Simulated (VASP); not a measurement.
A run of VASP 6.6.1 is set up as follows.

POSCAR

```
Ag
1.0
    0.0000000000      3.0473280896      3.0473280896
    3.0473280896      0.0000000000      3.0473280896
    3.0473280896      3.0473280896      0.0000000000
Ag
2
Direct
    0.1250000000      0.1250000000      0.1250000000
    0.8750000000      0.8750000000      0.8750000000
```

INCAR.step1

```
  ALGO = Normal
  EDIFF = 1E-4
  ENCUT = 520
  GGA = PE
  ISMEAR = -1
  LASPH = True
  LCHARG = False
  LREAL = False
  LWAVE = True
  NBANDS = 18
  NELM = 60
  PREC = Accurate
  SIGMA = 0.1
```

File INCAR.step2:

```
  ALGO = Normal
  EDIFF = 1E-6
  ENCUT = 520
  ISIF = 2
  ISMEAR = -1
  ISTART = 1
  LASPH = True
  LCHARG = True
  LELF = True
  LMIXTAU = True
  LREAL = False
  LVHAR = True
  LWAVE = False
  METAGGA = R2SCAN
  NBANDS = 18
  NELM = 60
  PREC = Accurate
  SIGMA = 0.1
```

Contents of KPOINTS:

```
k-points
0
Gamma
  10 10 10
```

Potentials or basis: VASP PAW PBE potentials, release 64 (Ag).

Launch:

```bash
$ cat potpaw_PBE.64/Ag/POTCAR > POTCAR
$ cp INCAR.step1 INCAR
$ mpirun -np 1 vasp_std > vasp.out
$ cp INCAR.step2 INCAR
$ mpirun -np 1 vasp_std > vasp.out
```

(1) What does it give for the pressure?

(2) What does it give for the band gap on the k mesh?

Answers

(1) 0.1 GPa.

(2) zero (bands 11 and 12 overlap by 1.17 eV).

Caveat: the PAW data sets were made with another functional, which shifts forces and pressure a little.
